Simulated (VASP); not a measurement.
# Tc (P6_3/mmc) in VASP: settings compared

The runs below take Tc through single point, with PBEsol, LDA.

Everything below comes from runs of VASP 6.6.1. Logs are shortened: lines on timing, memory, paths and dates and some standing lists are left out, and cuts for length are marked.

## Step 1: The cell of the first run

The structure is hexagonal, space group P6_3/mmc (No. 194). Conventional cell: a = 2.703 Å, b = 2.703 Å, c = 4.339 Å, α = 90.00°, β = 90.00°, γ = 120.00°. Within 3.5 Å of Tc (site symmetry -6m2) lie 12 Tc at 2.67 to 2.70 Å.

## Step 2: Single point, PBEsol (volume scaled by 0.96)

INCAR

```
ALGO = Fast ; EDIFF = 1E-6
ENCUT = 520 ; GGA = PS
ISIF = 2 ; ISMEAR = -1
LASPH = True ; LCHARG = True
LELF = True ; LREAL = False
LVHAR = True ; LWAVE = False
NBANDS = 20 ; NELM = 100
PREC = Accurate ; SIGMA = 0.05
```

KPOINTS

```
k-points
0
Gamma
  11 11 6
```

POSCAR

```
Tc
1.0
    2.7029684335      0.0000000000      0.0000000000
   -1.3514842167      2.3408393290      0.0000000000
    0.0000000000      0.0000000000      4.3385602812
Tc
2
Direct
    0.6666666667      0.3333333333      0.7500000000
    0.3333333333      0.6666666667      0.2500000000
```

Potentials or basis: VASP PAW PBE potentials, release 64 (Tc_pv).

Launch:

```sh
cat potpaw_PBE.64/Tc_pv/POTCAR > POTCAR
mpirun -np 1 vasp_std > vasp.out
```

OUTCAR:

```text
EDIFF = 1E-6
   ENCUT = 520
   GGA = PS
   ISIF = 2
   ISMEAR = -1
   LASPH = True
   LREAL = False
   NELM = 100
   PREC = Accurate

 ion  position               nearest neighbor table
   1  0.667  0.333  0.750-   2 2.67   2 2.67   2 2.67   2 2.67   2 2.67   2 2.67
   2  0.333  0.667  0.250-   1 2.67   1 2.67   1 2.67   1 2.67   1 2.67   1 2.67

  LATTYP: Found a hexagonal cell.
 ALAT       =     2.7029684335
 C/A-ratio  =     1.6051094890

  Lattice vectors:

 A1 = (   2.7029684335,   0.0000000000,   0.0000000000)
 A2 = (  -1.3514842167,   2.3408393290,   0.0000000000)
 A3 = (   0.0000000000,   0.0000000000,   4.3385602812)

Analysis of symmetry for initial positions (statically):
=====================================================================
 Subroutine PRICEL returns:
 Original cell was already a primitive cell.

 Routine SETGRP: Setting up the symmetry group for a
 hexagonal supercell.

 Subroutine GETGRP returns: Found 24 space group operations
 (whereof 12 operations were pure point group operations)
 out of a pool of 24 trial point group operations.

The static configuration has the point symmetry D_3d.
 The point group associated with its full space group is D_6h.

Analysis of symmetry for dynamics (positions and initial velocities):
=====================================================================
 Subroutine PRICEL returns:
 Original cell was already a primitive cell.

 Routine SETGRP: Setting up the symmetry group for a
 hexagonal supercell.

 Subroutine GETGRP returns: Found 24 space group operations
 (whereof 12 operations were pure point group operations)
 out of a pool of 24 trial point group operations.

The dynamic configuration has the point symmetry D_3d.
 The point group associated with its full space group is D_6h.

 Subroutine INISYM returns: Found 24 space group operations
 (whereof 12 operations are pure point group operations),
 and found     1 'primitive' translations

----------------------------------------------------------------------------------------

                                     Primitive cell

  volume of cell :      27.4510

  direct lattice vectors                    reciprocal lattice vectors
     2.702968434  0.000000000  0.000000000     0.369963625  0.213598598  0.000000000
    -1.351484217  2.340839329  0.000000000     0.000000000  0.427197197  0.000000000
     0.000000000  0.000000000  4.338560281     0.000000000  0.000000000  0.230491208

  length of vectors
     2.702968434  2.702968433  4.338560281     0.427197197  0.427197197  0.230491208

  position of ions in fractional coordinates (direct lattice)
     0.666666667  0.333333333  0.750000000
     0.333333333  0.666666667  0.250000000

  ion indices of the primitive-cell ions
   primitive index   ion index
                 1           1
                 2           2

----------------------------------------------------------------------------------------

 KPOINTS: k-points

Automatic generation of k-mesh.
 Grid dimensions read from file:
 generate k-points for:   11   11    6

 Generating k-lattice:

  Cartesian coordinates                     Fractional coordinates (reciprocal lattice)
     0.033633057  0.019418054  0.000000000     0.090909091  0.000000000  0.000000000
     0.000000000  0.038836109  0.000000000     0.000000000  0.090909091  0.000000000
     0.000000000  0.000000000  0.038415201     0.000000000  0.000000000  0.166666667

  Length of vectors
     0.038836109  0.038836109  0.038415201

  Shift w.r.t. Gamma in fractional coordinates (k-lattice)
     0.000000000  0.000000000  0.000000000

 Subroutine IBZKPT returns following result:
 ===========================================

 Found     64 irreducible k-points:

 Following reciprocal coordinates:
            Coordinates               Weight
  0.000000  0.000000  0.000000      1.000000
  0.090909  0.000000  0.000000      6.000000
  0.181818  0.000000  0.000000      6.000000
  0.272727  0.000000  0.000000      6.000000
  0.363636  0.000000  0.000000      6.000000
  0.454545  0.000000  0.000000      6.000000
[... 16 lines left out ...]
  0.090909  0.090909  0.166667     12.000000
  0.181818  0.090909  0.166667     24.000000
 [... further k-points ...]
   k-points           NKPTS =     64   k-points in BZ     NKDIM =     64   number of bands    NBANDS=     20
   number of dos      NEDOS =    301   number of ions     NIONS =      2
   total plane-waves  NPLWV =  12800
   dimension x,y,z NGX =    20 NGY =   20 NGZ =   32
   dimension x,y,z NGXF=    40 NGYF=   40 NGZF=   64
   ions per type =               2
   NGX,Y,Z   is equivalent  to a cutoff of  12.30, 12.30, 12.26 a.u.
   NGXF,Y,Z  is equivalent  to a cutoff of  24.60, 24.60, 24.52 a.u.
 SYSTEM =  unknown system
   PREC   = accura    normal or accurate (medium, high low for compatibility)
   ISTART =      0    job   : 0-new  1-cont  2-samecut
   ICHARG =      2    charge: 1-file 2-atom 10-const
   ISPIN  =      1    spin polarized calculation?
   LNONCOLLINEAR =      F non collinear calculations
   LSORBIT =      F    spin-orbit coupling
   LASPH  =      T    aspherical Exc in radial PAW
   ENCUT  =  520.0 eV  38.22 Ry    6.18 a.u.   5.03  5.03  8.07*2*pi/ulx,y,z
   NELM   =    100;   NELMIN=  2; NELMDL= -5     # of ELM steps
   EDIFF  = 0.1E-05   stopping-criterion for ELM
   LREAL  =      F    real-space projection
   EDIFFG = 0.1E-04   stopping-criterion for IOM
   NSW    =      0    number of steps for IOM
   IBRION =     -1    ionic relax: 0-MD 1-quasi-New 2-CG
   NFREE  =      0    steps in history (QN), initial steepest desc. (CG)
   ISIF   =      2    stress and relaxation
   ISYM   =      2    0-nonsym 1-usesym 2-fastsym
   POTIM  = 0.5000    time-step for ionic-motion
   TEBEG  =    0.0;   TEEND  =   0.0 temperature during run
   PSTRESS=    0.0 pullay stress
   NELECT =      26.0000    total number of electrons
   NUPDOWN=      -1.0000    fix difference up-down
   EMIN   =  10.00;   EMAX   =-10.00  energy-range for DOS
   EFERMI =   0.00;   METHOD = LEGACY
   ISMEAR =    -1;   SIGMA  =   0.05  broadening in eV -4-tet -1-fermi 0-gaus
   EFERMI_NEDOS =   21; number of points for ismear=-14 and -15
   IALGO  =     68    algorithm
   IMIX   =      4    mixing-type and parameters
     AMIX     =   0.40;   BMIX     =  1.00
     AMIX_MAG =   1.60;   BMIX_MAG =  1.00
  volume/ion in A,a.u.               =      13.73        92.62
  Fermi-wavevector in a.u.,A,eV,Ry     =   1.607730  3.038170 35.168296  2.584797
  Thomas-Fermi vector in A             =   2.703712
   LORBIT       =      0    0 simple, 1 ext, 2 COOP (PROOUT), +10 PAW based schemes
   GGA     = PS    functional components
   LHFCALC =     F    Hartree Fock is set to
   AEXX    =    0.0000 exact exchange contribution
   IVDW    =     0    specifies the selected vdW correction
   LEPSILON=     F    determine dielectric tensor
   LRPA    =     F    only Hartree local field effects (RPA)
 non-spin polarized calculation
 RMM-DIIS sequential band-by-band and
  energy-cutoff  :      520.00
  volume of cell :       27.45
 maximum number of plane-waves:       764
 NGX is ok and might be reduce to    20
   NGX =  9   NGY =  9   NGZ = 17

 number of electron      26.0000009 magnetization

 Free energy of the ion-electron system (eV)
  ---------------------------------------------------
  ext. energy  EPLUGINS =         0.00000000
  ---------------------------------------------------
  free energy    TOTEN  =       -22.53191781 eV

  energy without entropy =      -22.51567371  energy(sigma->0) =      -22.52379576

 E-fermi :  13.2241     XC(G=0): -14.1885

 val. band max:       13.2218072897   @ k =   0.3636   0.2727   0.5000
 cond. band min:      13.2628772569   @ k =   0.3636   0.0000   0.1667
 fundamental gap:      0.0410699672
 Fermi energy:        13.2241085068

 k-point     1 :       0.0000    0.0000    0.0000
  band No.  band energies     occupation
      1     -26.2707      2.00000
      2     -24.9996      2.00000
      3     -24.9996      2.00000
      4     -24.7881      2.00000
      5     -24.7881      2.00000
      6     -24.7415      2.00000
[... 12 lines left out ...]
     19      24.8308      0.00000
     20      27.5470      0.00000

 k-point     2 :       0.0909    0.0000    0.0000
  band No.  band energies     occupation
      1     -26.2323      2.00000
      2     -25.0875      2.00000
      3     -25.0280      2.00000
      4     -24.8790      2.00000
      5     -24.8002      2.00000
      6     -24.7577      2.00000
[... 12 lines left out ...]
     19      24.7907      0.00000
     20      28.2061      0.00000

 k-point     3 :       0.1818    0.0000    0.0000
  band No.  band energies     occupation
      1     -26.1232      2.00000
      2     -25.3224      2.00000
      3     -25.1151      2.00000
      4     -25.1011      2.00000
      5     -24.8350      2.00000
      6     -24.8068      2.00000
[... 12 lines left out ...]
     19      24.5870      0.00000
     20      29.4591      0.00000

 k-point     4 :       0.2727    0.0000    0.0000
  band No.  band energies     occupation
      1     -25.9616      2.00000
      2     -25.6280      2.00000
      3     -25.4093      2.00000
      4     -25.1921      2.00000
      5     -24.8894      2.00000
      6     -24.8839      2.00000
[... 12 lines left out ...]
     19      24.2391      0.00000
     20      27.9395      0.00000

 k-point     5 :       0.3636    0.0000    0.0000
  band No.  band energies     occupation
      1     -25.9054      2.00000
      2     -25.7791      2.00000
      3     -25.6671      2.00000
      4     -25.2723      2.00000
      5     -24.9986      2.00000
      6     -24.9308      2.00000
[... 12 lines left out ...]
     19      24.5140      0.00000
     20      25.3343      0.00000

 k-point     6 :       0.4545    0.0000    0.0000
  band No.  band energies     occupation
      1     -26.0684      2.00000
      2     -25.8156      2.00000
      3     -25.6343      2.00000
      4     -25.3188      2.00000
      5     -25.0996      2.00000
      6     -24.9593      2.00000
[... 12 lines left out ...]
     19      25.0338      0.00000
     20      25.8865      0.00000

 k-point     7 :       0.0909    0.0909    0.0000
  band No.  band energies     occupation
      1     -26.1585      2.00000
      2     -25.2295      2.00000
      3     -25.1330      2.00000
      4     -24.9939      2.00000
      5     -24.8375      2.00000
      6     -24.7904      2.00000
[... 12 lines left out ...]
     19      24.6665      0.00000
     20      29.2407      0.00000
[... 277 lines left out ...]
 k-point    20 :       0.2727    0.0000    0.1667
  band No.  band energies     occupation
      1     -25.9631      2.00000
      2     -25.5627      2.00000
      3     -25.4555      2.00000
      4     -25.1719      2.00000
      5     -24.9082      2.00000
      6     -24.9050      2.00000
[... 12 lines left out ...]
     19      25.7138      0.00000
     20      28.2659      0.00000

 k-point    21 :       0.3636    0.0000    0.1667
  band No.  band energies     occupation
      1     -26.0101      2.00000
      2     -25.7589      2.00000
      3     -25.5837      2.00000
      4     -25.2500      2.00000
      5     -24.9935      2.00000
      6     -24.9542      2.00000
[... 12 lines left out ...]
     19      25.3564      0.00000
     20      26.5210      0.00000

 k-point    22 :       0.4545    0.0000    0.1667
  band No.  band energies     occupation
      1     -26.1293      2.00000
      2     -25.8933      2.00000
      3     -25.5152      2.00000
      4     -25.2953      2.00000
      5     -25.0730      2.00000
      6     -24.9840      2.00000
[... 12 lines left out ...]
     19      24.8882      0.00000
     20      26.0247      0.00000

 k-point    23 :       0.0909    0.0909    0.1667
  band No.  band energies     occupation
      1     -26.0839      2.00000
      2     -25.2040      2.00000
      3     -25.1482      2.00000
      4     -25.0328      2.00000
      5     -24.8545      2.00000
      6     -24.8287      2.00000
[... 12 lines left out ...]
     19      25.8977      0.00000
     20      28.7306      0.00000

 k-point    24 :       0.1818    0.0909    0.1667
  band No.  band energies     occupation
      1     -25.9880      2.00000
      2     -25.4422      2.00000
      3     -25.3762      2.00000
      4     -25.1366      2.00000
      5     -24.9205      2.00000
      6     -24.8730      2.00000
[... 12 lines left out ...]
     19      25.8245      0.00000
     20      29.2545      0.00000

 [... further k-points ...]
[... 5 lines left out ...]
  --------------------------------------------------------------------------------------
  -------------------------------------------------------------------------------------
  Total        1.0460221      1.0460221      1.0333781      0.0000000      0.0000000      0.0000000
  in kB       61.0510613     61.0510613     60.3130939      0.0000000      0.0000000      0.0000000
  external PRESSURE =      60.8050721 kB  Pullay stress =       0.0000000 kB

 VOLUME and BASIS-vectors are now :
 -----------------------------------------------------------------------------
  energy-cutoff  :      520.00
  volume of cell :       27.45
      direct lattice vectors                 reciprocal lattice vectors
     2.702968434  0.000000000  0.000000000     0.369963625  0.213598598  0.000000000
    -1.351484217  2.340839329  0.000000000     0.000000000  0.427197197  0.000000000
     0.000000000  0.000000000  4.338560281     0.000000000  0.000000000  0.230491208

 POSITION                                       TOTAL-FORCE (eV/Angst)
 -----------------------------------------------------------------------------------
      1.35148      0.78028      3.25392         0.000000      0.000000      0.000000
     -0.00000      1.56056      1.08464        -0.000000      0.000000      0.000000
 -----------------------------------------------------------------------------------
    total drift:                               -0.000000      0.000000     -0.000000

  FREE ENERGIE OF THE ION-ELECTRON SYSTEM (eV)
  ---------------------------------------------------
  free  energy   TOTEN  =       -22.5319178076 eV

  energy  without entropy=      -22.5156737132  energy(sigma->0) =      -22.52379576
```

Wall time 26 s (1 thread of Intel Xeon Platinum 8259CL at 2.50GHz (Skylake/Cascade Lake), shared host); peak memory 0.15 GiB.

Results:

```
Free energy            : -22.5319 eV
Pressure               : 6.1 GPa
Band gap on the k mesh : zero (band 13 reaches 14.75 eV, above the bottom of band 14 at 11.44 eV)
```

Caveat: the cell differs from its parent crystal (volume scaled by 0.96); the PAW data sets were made with another functional, which shifts forces and pressure a little.

## Step 3: Single point, LDA

This run uses another cell than the first one, of 13.44 Å³/atom, 0.979 times its volume.

INCAR

```
ALGO = Normal
EDIFF = 1E-6
ENCUT = 520
GGA = CA
ISIF = 2
ISMEAR = -1
LASPH = T
LCHARG = F
LREAL = F
LWAVE = F
NBANDS = 20
NELM = 80
PREC = Accurate
SIGMA = 0.05
```

KPOINTS is that of step 2.

POSCAR

```
Tc
1.0
    2.6840659379      0.0000000000      0.0000000000
   -1.3420329689      2.3244692877      0.0000000000
    0.0000000000      0.0000000000      4.3082197061
Tc
2
Direct
    0.6666666667      0.3333333333      0.7500000000
    0.3333333333      0.6666666667      0.2500000000
```

Potentials or basis: VASP PAW LDA potentials, release 64 (Tc_pv).

Launch:

```sh
cat potpaw_LDA.64/Tc_pv/POTCAR > POTCAR
mpirun -np 1 vasp_std > vasp.out
```

Run time: 14 s. Hardware: 1 thread of Intel Xeon Platinum 8559C (Emerald Rapids), shared host; peak memory 0.14 GiB.

It converged, with:

- Free energy: -23.4610 eV
- Pressure: 8.8 GPa
- Band gap on the k mesh: zero (band 13 reaches 15.17 eV, above the bottom of band 14 at 11.75 eV)

Stress tensor (GPa, compression positive):
```
9.02 0.00 0.00
0.00 9.02 0.00
0.00 0.00 8.28
```

Levels at points of the mesh, in eV from the Fermi level:
| k point | band 9 | band 10 | band 11 | band 12 | band 13 | band 14 | band 15 | band 16 | band 17 | band 18 |
| --- | --- | --- | --- | --- | --- | --- | --- | --- | --- | --- |
| (0.00, 0.00, 0.00) | -1.72 | -1.72 | -1.65 | -0.93 | -0.93 | -0.15 | -0.15 | 1.90 | 2.77 | 2.77 |
| (0.00, 0.00, 0.50) | -1.99 | -1.99 | -1.86 | -1.86 | -1.86 | -1.86 | 2.05 | 2.05 | 2.05 | 2.05 |
